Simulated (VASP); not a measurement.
**KSi16 (a cell with a defect): single point with PBE**

KSi16 (a cell with a defect):

```xyz
17
Lattice="0.0000 5.4701 -5.4701 5.4701 5.4701 0.0000 5.4701 0.0000 -5.4701" Properties=species:S:1:pos:R:3 pbc="T T T"
Si    1.4538    1.4599   -1.5086
Si    4.2620    4.2681   -1.2001
Si    1.4538    3.9595   -4.0083
Si    4.1254    6.7680   -4.1703
Si    3.9534    1.4599   -4.0083
Si    6.7619    4.1315   -4.1703
Si    3.9328    3.9389   -6.9994
Si    6.7619    6.7680   -6.8068
Si    5.5287    5.5348   -2.7507
Si    2.9013    2.9073   -2.5608
Si    5.5287    8.1876   -5.4035
Si    2.8388    5.3228   -5.6155
Si    8.1815    5.5347   -5.4035
Si    5.3167    2.8448   -5.6155
Si    8.0994    8.1055   -8.3029
Si    5.3167    5.3228   -8.0934
K     1.1219    1.1279    1.1299
```

```yaml
Program: VASP 6.6.1
Task: single point
Functional: PBE
Potentials_or_basis: VASP PAW PBE potentials, release 64 (Si, K_sv)
Cutoff: 520 eV
k_mesh: 2 × 2 × 2
Occupations: gaussian, width 0.02 eV
Spin: no spin polarisation
Dipole_correction: no
Charge: 1
Further_INCAR_settings: LREAL = Auto; ALGO = Normal; EDIFF = 1e-07; NBANDS = 50; NELECT = 72.0
```

| Property | Result |
| --- | --- |
| Largest force | 1.302 eV/Å |

Forces on the atoms (eV/Å):
```
Si  -0.143 -0.143 -0.009
Si  -0.100 -0.100 -0.100
Si  -0.143 -0.009 -0.143
Si   0.005 -0.008 -0.008
Si  -0.009 -0.143 -0.143
Si  -0.008  0.005 -0.008
Si   0.078  0.078  0.078
Si  -0.008 -0.008  0.005
Si  -0.082 -0.082 -0.038
Si  -0.123 -0.123 -0.123
Si  -0.082 -0.038 -0.082
Si  -0.147 -0.043 -0.043
Si  -0.038 -0.082 -0.082
Si  -0.043 -0.147 -0.043
Si   0.135  0.135  0.135
Si  -0.043 -0.043 -0.147
K    0.752  0.752  0.752
```

Levels at points of the mesh, in eV from the Fermi level:
| k point | band 32 | band 33 | band 34 | band 35 | band 36 | band 37 | band 38 | band 39 | band 40 | band 41 |
| --- | --- | --- | --- | --- | --- | --- | --- | --- | --- | --- |
| (0.00, 0.00, 0.00) | -1.12 | -0.99 | -0.29 | -0.19 | -0.19 | 0.23 | 0.23 | 0.48 | 0.54 | 0.54 |
| (0.50, 0.00, 0.00) | -1.76 | -1.07 | -1.01 | -0.79 | -0.48 | 1.14 | 1.17 | 1.36 | 1.42 | 1.49 |
| (0.00, 0.50, 0.00) | -1.75 | -0.98 | -0.98 | -0.76 | -0.76 | 0.75 | 0.75 | 1.08 | 1.60 | 1.60 |
| (0.50, 0.50, 0.00) | -1.74 | -1.50 | -1.41 | -1.33 | -0.84 | 0.88 | 1.09 | 2.02 | 2.12 | 2.31 |

Run time: 3.4 min on 1 thread of Intel(R) Xeon(R) Platinum 8488C (Sapphire Rapids) (shared host), peak memory 0.46 GiB.

Caveat: the k points lie up to 0.50 Å⁻¹ apart; the cell carries a net charge on a neutralising background, which shifts energy and pressure; the cell is charged against a uniform background, so pressure and absolute levels hang on convention.
